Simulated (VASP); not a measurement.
# Cd3Se (I4/mmm) in VASP: further runs

Runs on Cd3Se. Level: r2SCAN. Tasks: single point.

Program: VASP 6.6.1. These are calculated values, not measurements. Logs are shortened: lines on timing, memory, paths and dates and some standing lists are left out, and cuts for length are marked.

**1. The cell of the first run**

The structure is tetragonal, space group I4/mmm (No. 139). The conventional cell has a = 4.027 Å, b = 4.027 Å, c = 12.010 Å, α = 90.00°, β = 90.00°, γ = 90.00°. Cd (site symmetry 4/mmm) has 4 Se at 2.85 Å and 8 Cd at 3.61 Å within 3.8 Å. Cd (site symmetry -4m2) has 8 Cd at 2.85 to 3.61 Å and 4 Se at 3.61 Å within 3.8 Å. Se (site symmetry 4/mmm) has 12 Cd at 2.85 to 3.61 Å within 3.8 Å.

**2. Single point, r2SCAN**

Contents of POSCAR:

```
Cd3Se
1.0
   -2.0133691727      2.0133691727      6.0048120774
    2.0133691727     -2.0133691727      6.0048120774
    2.0133691727      2.0133691727     -6.0048120774
Cd Se
3 1
Direct
    0.5000000000      0.5000000000      0.0000000000
    0.2500000000      0.7500000000      0.5000000000
    0.7500000000      0.2500000000      0.5000000000
    0.0000000000      0.0000000000      0.0000000000
```

Contents of INCAR.step1:

```
ALGO = Normal ; EDIFF = 1E-4
ENCUT = 520 ; GGA = PE
ISMEAR = -1 ; LASPH = T
LCHARG = F ; LREAL = F
LWAVE = T ; NBANDS = 29
NELM = 80 ; PREC = Accurate
SIGMA = 0.05
```

Contents of INCAR.step2:

```
ALGO = Normal ; EDIFF = 1E-7
ENCUT = 520 ; ISIF = 2
ISMEAR = -1 ; ISTART = 1
LASPH = T ; LCHARG = F
LMIXTAU = T ; LREAL = F
LWAVE = F ; METAGGA = R2SCAN
NBANDS = 29 ; NELM = 80
PREC = Accurate ; SIGMA = 0.05
```

Contents of KPOINTS:

```
k-points
0
Gamma
  9 9 9
```

Potentials or basis: VASP PAW PBE potentials, release 64 (Cd, Se).

The run is started by

```
cat potpaw_PBE.64/Cd/POTCAR potpaw_PBE.64/Se/POTCAR > POTCAR
cp INCAR.step1 INCAR
mpirun -np 1 vasp_std > vasp.out
cp INCAR.step2 INCAR
mpirun -np 1 vasp_std > vasp.out
```

OUTCAR:

```text
EDIFF = 1E-7
   ENCUT = 520
   ISIF = 2
   ISMEAR = -1
   ISTART = 1
   LASPH = T
   LREAL = F
   METAGGA = R2SCAN
   NELM = 80
   PREC = Accurate

 ion  position               nearest neighbor table
   1  0.500  0.500  0.000-   4 2.85   4 2.85   4 2.85   4 2.85   3 3.61   2 3.61   3 3.61   3 3.61
                             2 3.61   2 3.61   3 3.61   2 3.61
   2  0.250  0.750  0.500-   3 2.85   3 2.85   3 2.85   3 2.85   1 3.61   1 3.61   1 3.61   1 3.61

   3  0.750  0.250  0.500-   2 2.85   2 2.85   2 2.85   2 2.85   1 3.61   1 3.61   1 3.61   1 3.61

   4  0.000  0.000  0.000-   1 2.85   1 2.85   1 2.85   1 2.85

  LATTYP: Found a body centered tetragonal cell.
 ALAT       =     4.0267383454
 C/A-ratio  =     2.9824694640

  Lattice vectors:

 A1 = (  -2.0133691727,   2.0133691727,   6.0048120774)
 A2 = (   2.0133691727,  -2.0133691727,   6.0048120774)
 A3 = (   2.0133691727,   2.0133691727,  -6.0048120774)

Analysis of symmetry for initial positions (statically):
=====================================================================
 Subroutine PRICEL returns:
 Original cell was already a primitive cell.

 Routine SETGRP: Setting up the symmetry group for a
 body centered tetragonal supercell.

 Subroutine GETGRP returns: Found 16 space group operations
 (whereof 16 operations were pure point group operations)
 out of a pool of 16 trial point group operations.

The static configuration has the point symmetry D_4h.

Analysis of symmetry for dynamics (positions and initial velocities):
=====================================================================
 Subroutine PRICEL returns:
 Original cell was already a primitive cell.

 Routine SETGRP: Setting up the symmetry group for a
 body centered tetragonal supercell.

 Subroutine GETGRP returns: Found 16 space group operations
 (whereof 16 operations were pure point group operations)
 out of a pool of 16 trial point group operations.

The dynamic configuration has the point symmetry D_4h.

 Subroutine INISYM returns: Found 16 space group operations
 (whereof 16 operations are pure point group operations),
 and found     1 'primitive' translations

[... 92 lines left out ...]
   ISPIN  =      1    spin polarized calculation?
   LNONCOLLINEAR =      F non collinear calculations
   LSORBIT =      F    spin-orbit coupling
   LASPH  =      T    aspherical Exc in radial PAW
   ENCUT  =  520.0 eV  38.22 Ry    6.18 a.u.  12.36 12.36 12.36*2*pi/ulx,y,z
   NELM   =     80;   NELMIN=  2; NELMDL=  0     # of ELM steps
   EDIFF  = 0.1E-06   stopping-criterion for ELM
   LREAL  =      F    real-space projection
   EDIFFG = 0.1E-05   stopping-criterion for IOM
   NSW    =      0    number of steps for IOM
   IBRION =     -1    ionic relax: 0-MD 1-quasi-New 2-CG
   NFREE  =      0    steps in history (QN), initial steepest desc. (CG)
   ISIF   =      2    stress and relaxation
   ISYM   =      2    0-nonsym 1-usesym 2-fastsym
   POTIM  = 0.5000    time-step for ionic-motion
   TEBEG  =    0.0;   TEEND  =   0.0 temperature during run
   PSTRESS=    0.0 pullay stress
   NELECT =      42.0000    total number of electrons
   NUPDOWN=      -1.0000    fix difference up-down
   EMIN   =  10.00;   EMAX   =-10.00  energy-range for DOS
   EFERMI =   0.00;   METHOD = LEGACY
   ISMEAR =    -1;   SIGMA  =   0.05  broadening in eV -4-tet -1-fermi 0-gaus
   EFERMI_NEDOS =   21; number of points for ismear=-14 and -15
   IALGO  =     38    algorithm
   IMIX   =      4    mixing-type and parameters
     AMIX     =   0.40;   BMIX     =  1.00
     AMIX_MAG =   1.60;   BMIX_MAG =  1.00
  volume/ion in A,a.u.               =      24.34       164.26
  Fermi-wavevector in a.u.,A,eV,Ry     =   1.236961  2.337516 20.817885  1.530071
  Thomas-Fermi vector in A             =   2.371547
   LORBIT       =      0    0 simple, 1 ext, 2 COOP (PROOUT), +10 PAW based schemes
   METAGGA = R2SCAN    functional components
   LHFCALC =     F    Hartree Fock is set to
   AEXX    =    0.0000 exact exchange contribution
   IVDW    =     0    specifies the selected vdW correction
   LEPSILON=     F    determine dielectric tensor
   LRPA    =     F    only Hartree local field effects (RPA)
 non-spin polarized calculation
  energy-cutoff  :      520.00
  volume of cell :       97.37
 maximum number of plane-waves:      2663
 NGX is ok and might be reduce to    50
   NGX = 25   NGY = 25   NGZ = 25

 number of electron      41.9999993 magnetization

 Free energy of the ion-electron system (eV)
  ---------------------------------------------------
  ext. energy  EPLUGINS =         0.00000000
  ---------------------------------------------------
  free energy    TOTEN  =       -74.95738092 eV

  energy without entropy =      -74.94956696  energy(sigma->0) =      -74.95347394

 E-fermi :   2.3930     XC(G=0): -10.7052

 val. band max:        2.3305506023   @ k =  -0.1111  -0.3333   0.1111
 cond. band min:       2.3958790100   @ k =   0.3333   0.3333   0.1111
 fundamental gap:      0.0653284077
 Fermi energy:         2.3929530235

 k-point     1 :       0.0000    0.0000    0.0000
  band No.  band energies     occupation
      1     -11.3962      2.00000
      2      -7.8316      2.00000
      3      -7.5610      2.00000
      4      -7.4068      2.00000
      5      -6.9615      2.00000
      6      -6.9615      2.00000
[... 757 lines left out ...]
     28      11.4869      0.00000
     29      12.0006      0.00000

 [... further k-points ...]

------------------------ aborting loop because EDIFF is reached ----------------------------------------

  FORCE on cell =-STRESS in cart. coord.  units (eV):
  Direction    XX          YY          ZZ          XY          YZ          ZX
  --------------------------------------------------------------------------------------
  -------------------------------------------------------------------------------------
  Total       -0.4878437     -0.4878437      0.5231264      0.0000000     -0.0000000     -0.0000000
  in kB       -8.0275880     -8.0275880      8.6081735      0.0000000     -0.0000000     -0.0000000
  external PRESSURE =      -2.4823342 kB  Pullay stress =       0.0000000 kB

 VOLUME and BASIS-vectors are now :
 -----------------------------------------------------------------------------
  energy-cutoff  :      520.00
  volume of cell :       97.37
      direct lattice vectors                 reciprocal lattice vectors
    -2.013369173  2.013369173  6.004812077     0.000000000  0.248339950  0.083266552
     2.013369173 -2.013369173  6.004812077     0.248339950  0.000000000  0.083266552
     2.013369173  2.013369173 -6.004812077     0.248339950  0.248339950  0.000000000

 POSITION                                       TOTAL-FORCE (eV/Angst)
 -----------------------------------------------------------------------------------
      0.00000      0.00000      6.00481         0.000000     -0.000000     -0.000000
      2.01337      0.00000      3.00241        -0.000000     -0.000000     -0.000000
      0.00000      2.01337      3.00241        -0.000000      0.000000      0.000000
      0.00000      0.00000      0.00000         0.000000     -0.000000     -0.000000
 -----------------------------------------------------------------------------------
    total drift:                               -0.000000      0.000000      0.000000

  FREE ENERGIE OF THE ION-ELECTRON SYSTEM (eV)
  ---------------------------------------------------
  free  energy   TOTEN  =       -74.9573809214 eV

  energy  without entropy=      -74.9495669627  energy(sigma->0) =      -74.95347394
```

OUTCAR.step1:

```text
EDIFF = 1E-4
   ENCUT = 520
   GGA = PE
   ISMEAR = -1
   LASPH = T
[... 999 lines left out ...]
      0.00000      0.00000      6.00481         0.000000     -0.000000     -0.000000
      2.01337      0.00000      3.00241        -0.000000      0.000000      0.000000
      0.00000      2.01337      3.00241         0.000000     -0.000000      0.000000
      0.00000      0.00000      0.00000         0.000000     -0.000000     -0.000000
 -----------------------------------------------------------------------------------
    total drift:                               -0.000000      0.000000      0.000000

  FREE ENERGIE OF THE ION-ELECTRON SYSTEM (eV)
  ---------------------------------------------------
  free  energy   TOTEN  =        -5.9499818955 eV

  energy  without entropy=       -5.9421608699  energy(sigma->0) =       -5.94607138
```

It took 56 min on 1 thread of Oxide Virtual Turin-like, shared host; peak memory 0.46 GiB.

Results:

* Free energy: -74.9574 eV
* Pressure: -0.2 GPa
* Band gap on the k mesh: zero (bands 21 and 22 overlap by 1.69 eV)

Caveat: the PAW data sets were made with another functional, which shifts forces and pressure a little.

**3. Single point, r2SCAN**

This run uses another cell than the first one, of 24.85 Å³/atom.

Contents of POSCAR:

```
Cd3Se
1.0
   -2.0272549161      2.0272549161      6.0462258831
    2.0272549161     -2.0272549161      6.0462258831
    2.0272549161      2.0272549161     -6.0462258831
Cd Se
3 1
Direct
    0.5000000000      0.5000000000      0.0000000000
    0.2500000000      0.7500000000      0.5000000000
    0.7500000000      0.2500000000      0.5000000000
    0.0000000000      0.0000000000      0.0000000000
```

Contents of INCAR.step1:

```
PREC = Accurate ; ENCUT = 520
ISMEAR = -1 ; SIGMA = 0.05
LREAL = False ; LASPH = True
NELM = 80 ; NBANDS = 29
GGA = PE ; ALGO = Normal
EDIFF = 1E-4 ; LWAVE = True
LCHARG = False
```

Contents of INCAR.step2:

```
PREC = Accurate ; ENCUT = 520
EDIFF = 1E-6 ; ISMEAR = -1
SIGMA = 0.05 ; LREAL = False
LASPH = True ; NELM = 80
ALGO = Normal ; ISIF = 2
LWAVE = False ; LCHARG = False
METAGGA = R2SCAN ; LMIXTAU = True
NBANDS = 29 ; ISTART = 1
```

Contents of KPOINTS:

```
Automatic mesh
0
Gamma
  9 9 9
```

Potentials or basis: VASP PAW PBE potentials, release 64 (Cd, Se).

The run is started by

```
cat potpaw_PBE.64/Cd/POTCAR potpaw_PBE.64/Se/POTCAR > POTCAR
cp INCAR.step1 INCAR
mpirun -np 1 vasp_std > vasp.out
cp INCAR.step2 INCAR
mpirun -np 1 vasp_std > vasp.out
```

OUTCAR:

```text
PREC = Accurate
   ENCUT = 520
   EDIFF = 1E-6
   ISMEAR = -1
   LREAL = False
   LASPH = True
   NELM = 80
   ISIF = 2
   METAGGA = R2SCAN
   ISTART = 1

 ion  position               nearest neighbor table
   1  0.500  0.500  0.000-   4 2.87   4 2.87   4 2.87   4 2.87   2 3.64   2 3.64   3 3.64   3 3.64
                             3 3.64   2 3.64   3 3.64   2 3.64
   2  0.250  0.750  0.500-   3 2.87   3 2.87   3 2.87   3 2.87   1 3.64   1 3.64   1 3.64   1 3.64

   3  0.750  0.250  0.500-   2 2.87   2 2.87   2 2.87   2 2.87   1 3.64   1 3.64   1 3.64   1 3.64

[... 971 lines left out ...]
  --------------------------------------------------------------------------------------
  -------------------------------------------------------------------------------------
  Total       -1.1955745     -1.1955745      0.2242711      0.0000000      0.0000000      0.0000000
  in kB      -19.2719708    -19.2719708      3.6151207      0.0000000      0.0000000      0.0000000
  external PRESSURE =     -11.6429403 kB  Pullay stress =       0.0000000 kB

 VOLUME and BASIS-vectors are now :
 -----------------------------------------------------------------------------
  energy-cutoff  :      520.00
  volume of cell :       99.39
      direct lattice vectors                 reciprocal lattice vectors
    -2.027254916  2.027254916  6.046225883     0.000000000  0.246638938  0.082696216
     2.027254916 -2.027254916  6.046225883     0.246638938  0.000000000  0.082696216
     2.027254916  2.027254916 -6.046225883     0.246638938  0.246638938  0.000000000

 POSITION                                       TOTAL-FORCE (eV/Angst)
 -----------------------------------------------------------------------------------
      0.00000      0.00000      6.04623        -0.000000     -0.000000     -0.000000
      2.02725      0.00000      3.02311         0.000000     -0.000000      0.000000
      0.00000      2.02725      3.02311        -0.000000      0.000000      0.000000
      0.00000      0.00000      0.00000        -0.000000     -0.000000     -0.000000
 -----------------------------------------------------------------------------------
    total drift:                               -0.000000      0.000000      0.000000

  FREE ENERGIE OF THE ION-ELECTRON SYSTEM (eV)
  ---------------------------------------------------
  free  energy   TOTEN  =       -74.9484315786 eV

  energy  without entropy=      -74.9404141866  energy(sigma->0) =      -74.94442288
```

OUTCAR.step1:

```text
PREC = Accurate
   ENCUT = 520
   ISMEAR = -1
   LREAL = False
   LASPH = True
   NELM = 80
[... 999 lines left out ...]
      2.02725      0.00000      3.02311        -0.000000     -0.000000     -0.000000
      0.00000      2.02725      3.02311         0.000000      0.000000      0.000000
      0.00000      0.00000      0.00000         0.000000      0.000000      0.000000
 -----------------------------------------------------------------------------------
    total drift:                               -0.000000      0.000000      0.000000

  FREE ENERGIE OF THE ION-ELECTRON SYSTEM (eV)
  ---------------------------------------------------
  free  energy   TOTEN  =        -5.9626186620 eV

  energy  without entropy=       -5.9544285185  energy(sigma->0) =       -5.95852359
```

It took 42 min on 1 thread of Oxide Virtual Turin-like, shared host; peak memory 0.46 GiB.

Results:

| Item | Value |
| --- | --- |
| Free energy | -74.9484 eV |
| Pressure | -1.2 GPa |
| Band gap on the k mesh | zero (bands 21 and 22 overlap by 1.66 eV) |

Stress tensor (GPa, compression positive):
```
-1.93  0.00  0.00
 0.00 -1.93  0.00
 0.00  0.00  0.36
```

Caveat: the PAW data sets were made with another functional, which shifts forces and pressure a little.

**4. Single point, r2SCAN**

This run uses another cell than the first one, of 25.86 Å³/atom.

Contents of POSCAR:

```
Cd3Se
1.0
   -2.0544696389      2.0544696389      6.1273929629
    2.0544696389     -2.0544696389      6.1273929629
    2.0544696389      2.0544696389     -6.1273929629
Cd Se
3 1
Direct
    0.5000000000      0.5000000000      0.0000000000
    0.2500000000      0.7500000000      0.5000000000
    0.7500000000      0.2500000000      0.5000000000
    0.0000000000      0.0000000000      0.0000000000
```

Contents of INCAR.step1:

```
SYSTEM = Cd3Se
ALGO     = Normal         ! electronic algorithm
EDIFF    = 1E-4           ! SCF threshold, eV
ENCUT    = 520            ! plane-wave cutoff, eV
GGA      = PE             ! functional
ISMEAR   = -1             ! smearing method
LASPH    = .True.         ! aspherical terms in the spheres
LCHARG   = .False.        ! write CHGCAR
LREAL    = .False.        ! projectors in reciprocal space
LWAVE    = .True.         ! write WAVECAR
NBANDS   = 29             ! bands
NELM     = 100            ! most SCF steps
PREC     = Accurate       ! precision mode
SIGMA    = 0.05           ! smearing width, eV
```

Contents of INCAR.step2:

```
SYSTEM = Cd3Se
ALGO     = Normal         ! electronic algorithm
EDIFF    = 1E-7           ! SCF threshold, eV
ENCUT    = 520            ! plane-wave cutoff, eV
ISIF     = 2              ! what is computed and relaxed
ISMEAR   = -1             ! smearing method
ISTART   = 1            
LASPH    = .True.         ! aspherical terms in the spheres
LCHARG   = .True.         ! write CHGCAR
LELF     = .True.         ! ELF
LMIXTAU  = .True.       
LREAL    = .False.        ! projectors in reciprocal space
LVHAR    = .True.       
LWAVE    = .False.        ! write WAVECAR
METAGGA  = R2SCAN         ! meta-GGA
NBANDS   = 29             ! bands
NELM     = 100            ! most SCF steps
PREC     = Accurate       ! precision mode
SIGMA    = 0.05           ! smearing width, eV
```

Contents of KPOINTS:

```
k-points
0
Gamma
  9 9 9
  0 0 0
```

The run is started by

```
cat potpaw_PBE.64/Cd/POTCAR potpaw_PBE.64/Se/POTCAR > POTCAR
cp INCAR.step1 INCAR
mpirun -np 1 vasp_std > vasp.out
cp INCAR.step2 INCAR
mpirun -np 1 vasp_std > vasp.out
```

Wall time 49 min (1 thread of Oxide Virtual Turin-like, shared host); peak memory 0.48 GiB.

It converged, with:

```
Free energy            : -74.8991 eV
Pressure               : -2.7 GPa
Band gap on the k mesh : zero (bands 21 and 22 overlap by 1.62 eV)
```

Stress tensor (GPa, compression positive):
```
-3.78  0.00  0.00
 0.00 -3.78  0.00
 0.00  0.00 -0.49
```

Levels at points of the mesh, in eV from the Fermi level:
```csv
k point,band 19,band 20,band 21,band 22,band 23,band 24
"(0.00, 0.00, 0.00)",-2.14,-2.14,-0.45,2.38,2.79,2.79
```

Caveat: the PAW data sets were made with another functional, which shifts forces and pressure a little.

**5. Overview**

```csv
cell,gap on the mesh (eV),pressure (GPa)
"a = 6.646 Å, angles 144.7, 144.7, 50.7°, 4 atoms",none,-0.2
"a = 6.692 Å, angles 144.7, 144.7, 50.7°, 4 atoms",none,-1.2
"a = 6.781 Å, angles 144.7, 144.7, 50.7°, 4 atoms",none,-2.7
```

Alike in all rows: task single point; level r2SCAN; potentials or basis VASP PAW PBE potentials, release 64 (Cd, Se); no spin polarisation; k mesh 9 × 9 × 9; cutoff (eV) 520; smearing fermi-dirac 0.05 eV.

Caveats: the PAW data sets were made with another functional, which shifts forces and pressure a little.

Absolute energies hang on the potentials; compare differences alone.

The gap in the log of VASP goes by the Fermi energy; the results here count the filled bands.